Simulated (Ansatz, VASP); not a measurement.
**One calculation of GaN, two programs**

```
Ga N
1.0
     3.18000    0.00000    0.00000
    -1.59000    2.83658    0.00000
     0.00000    0.00000    5.16600
Ga N
2 2
Direct
  0.33333 0.66667 0.00000
  0.66667 0.33333 0.50000
  0.33333 0.66667 0.37500
  0.66667 0.33333 0.87500
```

Change from the starting cell: strain +0.0300 x Voigt [0, 1, 0, 0, 0, 0], atoms carried along.

Alike in both runs: task single point; functional r2SCAN; k mesh 12 × 12 × 6; occupations gaussian, width 0.05 eV; no spin polarisation.

|  | VASP | Ansatz |
| --- | --- | --- |
| version | VASP 6.6.1 | Ansatz 0.2.0 |
| potentials or method | VASP PAW PBE potentials, release 64 (Ga_d, N), cutoff 520 eV | scalar-relativistic, plane waves, PAW |
| valence electrons in the cell | 36 | 36 |

Ansatz gave:

| Property | Result |
| --- | --- |
| gap on the k mesh at the Fermi level (eV) | 2.13 |
| least direct gap on the mesh (eV) | 2.13 |
| pressure (GPa) | -4.3 |
| traceless stress, the component that is largest in VASP (GPa) | -6.72 |
| rms of the force components (eV/Å) | 0.193 |

**Question.** Which values does VASP return?

**Answer.** gap on the k mesh at the Fermi level (eV): 2.13; least direct gap on the mesh (eV): 2.13; pressure (GPa): -3.3; traceless stress, the component that is largest in VASP (GPa): -6.82; rms of the force components (eV/Å): 0.197.

VASP's potentials were made for PBE, not for r2SCAN. Atom by atom the forces differ by 0.006 eV/Å (rms over components).
